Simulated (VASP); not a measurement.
Crystal: NbTe.

```
Te Nb
1.0
     3.70297    0.00000    0.00000
    -1.85149    3.20687    0.00000
     0.00000    0.00000    3.69421
Te Nb
1 1
Direct
  0.66667 0.33333 0.00000
  0.00000 0.00000 0.50000
```

* Program: VASP 6.6.1
* Task: relaxation of cell and atoms
* Functional: PBE
* Dispersion: D3(BJ)
* Potentials or basis: VASP PAW PBE potentials, release 64 (Te, Nb_sv)
* Cutoff: 600 eV
* k mesh: 8 × 8 × 7
* Occupations: fermi-dirac, width 0.05 eV
* Spin: no spin polarisation

At the start: pressure -5.6 GPa; volume 21.93 Å³/atom.

Problem. Where does the relaxation end?

Solution. Over 6 steps the energy falls by 20.2 meV/atom and the volume is 20.85 Å³/atom (-4.9 %); space group P-6m2 (No. 187, to 0.05 Å).

Step by step:
```tsv
step	energy change (eV)	largest force (eV/Å)	pressure (GPa)	volume (Å³)
1	0.0000	0.0000	-5.61	43.87
2	0.0441	0.0000	10.41	39.17
3	-0.0369	0.0000	-0.05	41.89
4	-0.0369	0.0000	0.08	41.85
5	-0.0399	0.0000	0.06	41.76
6	-0.0404	0.0000	0.06	41.71
```

Final structure:
```
Te Nb
1.0
     3.61629    0.00000    0.00000
    -1.80815    3.13180    0.00000
     0.00000    0.00000    3.68260
Te Nb
1 1
Direct
  0.66667 0.33333 0.00000
  0.00000 0.00000 0.50000
```

Caveat: pairwise dispersion overbinds metals, which lowers pressure and volume.
